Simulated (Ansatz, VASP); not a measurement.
SnSe: VASP beside Ansatz

File INCAR:

```
PREC = Accurate
ENCUT = 520
EDIFF = 1E-6
ISMEAR = -1
SIGMA = 0.02
LREAL = F
LASPH = T
NELM = 100
ALGO = Normal
ISIF = 2
LWAVE = F
LCHARG = F
GGA = PE
NBANDS = 17
```

The input KPOINTS:

```
regular mesh
0
Gamma
  6 6 6
```

The input POSCAR:

```
SnSe
1.0
    0.0000000000      3.3639844462      3.3639844462
    3.3639844462      0.0000000000      3.3639844462
    3.3639844462      3.3639844462      0.0000000000
Sn Se
1 1
Direct
    0.0000000000      0.0000000000      0.0000000000
    0.2500000000      0.2500000000      0.2500000000
```

Input for Ansatz:

```yaml
crystal:
  lattice:
    - [0.0, 3.3639844462, 3.3639844462]
    - [3.3639844462, 0.0, 3.3639844462]
    - [3.3639844462, 3.3639844462, 0.0]
  atoms:
    - { symbol: Sn, position: [0.0, 0.0, 0.0] }
    - { symbol: Se, position: [0.25, 0.25, 0.25] }
kpoints:
  mp_grid: { grid: [6, 6, 6] }
  band_path:
    path:
      - [[0.0, 0.0, 0.0], [-0.5, -0.5, 1.14216609351e-33], [-0.375, -0.375, 0.25]]
      - [[-0.375, -1.262835442811e-18, 0.375], [0.0, 0.0, 0.0], [-1.07486833311e-17, -1.07486833311e-17, 0.5], [-0.5, -0.25, 0.25], [-0.5, -0.5, 1.14216609351e-33]]
    npoints: 10
hamiltonian:
  xc: pbe
scf:
  occupations: { method: fermi_dirac, width: 0.02 }
  n_extra_bands: 4
output:
  forces: true
  stress: true
  eigenvalues: true
```

Alike in both runs: task single point; functional PBE; k mesh 6 × 6 × 6; occupations fermi-dirac, width 0.02 eV; no spin polarisation.

|  | VASP | Ansatz |
| --- | --- | --- |
| version | VASP 6.6.1 | Ansatz 0.2.0 |
| potentials or method | VASP PAW PBE potentials, release 64 (Sn_d, Se) | plane waves, PAW |
| plane-wave cutoff (eV) | 520 | 420 |
| valence electrons in the cell | 20 | 30 |

|  | VASP | Ansatz | Ansatz less VASP |
| --- | --- | --- | --- |
| pressure (GPa) | 0.8 | 0.8 | 0.00 |

The functional is the same, so the differences come from potentials, cutoffs and numerics. VASP's potentials hold 20 valence electrons a cell and Ansatz's 30, so a difference there can come from the potentials and not from the codes.
